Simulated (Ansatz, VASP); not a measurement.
# ZnCu in VASP and in Ansatz

```
Zn Cu
1.0
     1.51404   -2.15834    0.00000
     1.51404    2.15834    0.00000
     0.00000    0.00000    4.21309
Zn Cu
1 1
Direct
  0.50000 0.50000 0.50000
  0.00000 0.00000 0.00000
```

Alike in both runs: task single point; functional r2SCAN; k mesh 12 × 12 × 7; no spin polarisation.

|  | VASP | Ansatz |
| --- | --- | --- |
| version | VASP 6.6.1 | Ansatz 0.2.0 |
| potentials or method | VASP PAW PBE potentials, release 64 (Zn, Cu), cutoff 520 eV | plane waves, PAW |
| occupations | methfessel-paxton of order 1, width 0.1 eV | cold, width 0.1 eV |
| valence electrons in the cell | 23 | 31 |

Ansatz gave:

```
pressure (GPa)                                                : -10.0
traceless stress, the component that is largest in VASP (GPa) : 0.86
```

Q: Estimate VASP's values.

A: Pressure (GPa): -9.5; traceless stress, the component that is largest in VASP (GPa): 0.89.

VASP's potentials were made for PBE, not for r2SCAN. VASP's potentials hold 23 valence electrons a cell and Ansatz's 31, so a difference there can come from the potentials and not from the codes.
